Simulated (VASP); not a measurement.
Runs of VASP 6.6.1 on Ni. The structure is that of space group Fm-3m (No. 225), or close to it. The cells are those of the table. 

```tsv
level	potentials or basis	cell	cutoff (eV)	gap on the mesh (eV)	pressure (GPa)	moment (μB)
r2SCAN	VASP PAW PBE potentials, release 64 (Ni)	a = 2.459 Å, angles 60.0°, 1 atom	660	none	(a)	0.71
PBE	VASP PAW PBE potentials, release 64 (Ni)	a = 2.488 Å, angles 60.0°, 1 atom	600	none	-0.3	(b)
PBEsol	VASP PAW PBE potentials, release 64 (Ni)	a = 2.448 Å, angles 60.0°, 1 atom	600	none	-0.4	0.60
LDA	VASP PAW LDA potentials, release 64 (Ni)	a = 2.420 Å, angles 60.0°, 1 atom	600	none	-0.3	0.57
```

Alike in all rows: task single point; spin collinear, ferromagnetic start; k mesh 26 × 26 × 26; smearing methfessel-paxton 0.1 eV.

Q: Fill in the values left out.

A: (a) 0.3; (b) 0.63.

Caveats: the PAW data sets were made with another functional, which shifts forces and pressure a little (at least some runs).

A gap of «none» marks levels without a gap at the run's occupations.
